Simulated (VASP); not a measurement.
Ir2Rh: single point with PBE

Ir2Rh:

```
Ir Rh
1.0
     2.74073    0.00000    0.00000
    -1.37036    2.37354    0.00000
     0.00000    0.00000   13.29178
Ir Rh
4 2
Cartesian
  0.0000 1.5824 12.1742
  0.0000 1.5824 3.3353
  1.3704 0.7912 1.1176
  1.3704 0.7912 9.9565
  0.0000 1.5824 7.7543
  1.3704 0.7912 5.5375
```

* Program: VASP 6.6.1
* Task: single point
* Functional: PBE
* Potentials or basis: VASP PAW PBE potentials, release 64 (Ir, Rh_pv)
* Cutoff: 520 eV
* k mesh: 6 × 6 × 2
* Occupations: gaussian, width 0.1 eV
* Spin: collinear spin, ferromagnetic start
* Starting moments: [1.0, 1.0, 1.0, 1.0, 1.0, 1.0] μB
* Dipole correction: no
* Further INCAR settings: ALGO = Normal; EDIFF = 1e-06; NBANDS = 46

- Pressure: 0.8 GPa
- Largest force: 0.053 eV/Å
- Band gap on the k mesh: zero (filled and empty bands overlap)
- Net moment: 0.00 μB per cell
- Valence electrons inside the program's atomic spheres: Ir 8.32, 8.29 (each value once); Rh 13.74

Forces on the atoms (eV/Å):
```
Ir   0.000  0.000 -0.024
Ir   0.000  0.000 -0.049
Ir   0.000  0.000  0.024
Ir   0.000  0.000  0.049
Rh   0.000  0.000  0.053
Rh   0.000  0.000 -0.053
```

Stress tensor (GPa, compression positive):
```
 3.30  0.00  0.00
 0.00  3.30  0.00
 0.00  0.00 -4.11
```

Levels at points of the mesh, in eV from the Fermi level:
Spin up:
| k point | band 30 | band 31 | band 32 | band 33 | band 34 | band 35 | band 36 | band 37 | band 38 | band 39 |
| --- | --- | --- | --- | --- | --- | --- | --- | --- | --- | --- |
| (0.00, 0.00, 0.00) | -2.07 | -2.07 | -1.05 | -1.05 | -1.04 | -1.04 | -0.08 | 0.01 | 0.01 | 0.18 |
| (0.50, 0.00, 0.00) | 0.63 | 0.64 | 0.90 | 0.93 | 1.06 | 1.09 | 1.15 | 1.17 | 1.23 | 2.94 |
| (0.00, 0.00, 0.50) | -1.78 | -1.68 | -1.68 | -1.38 | -0.88 | -0.38 | -0.38 | -0.36 | -0.36 | 0.23 |
| (0.50, 0.00, 0.50) | 0.36 | 0.63 | 0.65 | 0.95 | 1.06 | 1.18 | 1.23 | 1.94 | 2.16 | 2.57 |
Spin down:
```
           k point  band 32  band 33  band 34  band 35  band 36  band 37
(0.00, 0.00, 0.00)    -1.04    -1.04    -1.04    -1.04    -0.08     0.01
(0.50, 0.00, 0.00)     0.90     0.93     1.06     1.09     1.15     1.17
(0.00, 0.00, 0.50)    -1.68    -1.38    -0.88    -0.38    -0.38    -0.36
(0.50, 0.00, 0.50)     0.65     0.95     1.06     1.18     1.23     1.94
```

Run time: 97 s on 1 thread of Intel(R) Xeon(R) 6975P-C (Granite Rapids), on a shared host, peak memory 0.27 GiB.

Caveat: the k points lie up to 0.44 Å⁻¹ apart, too coarse for converged energies and pressures of a metal; spin-orbit coupling is left out, which moves the levels of the heavy elements.
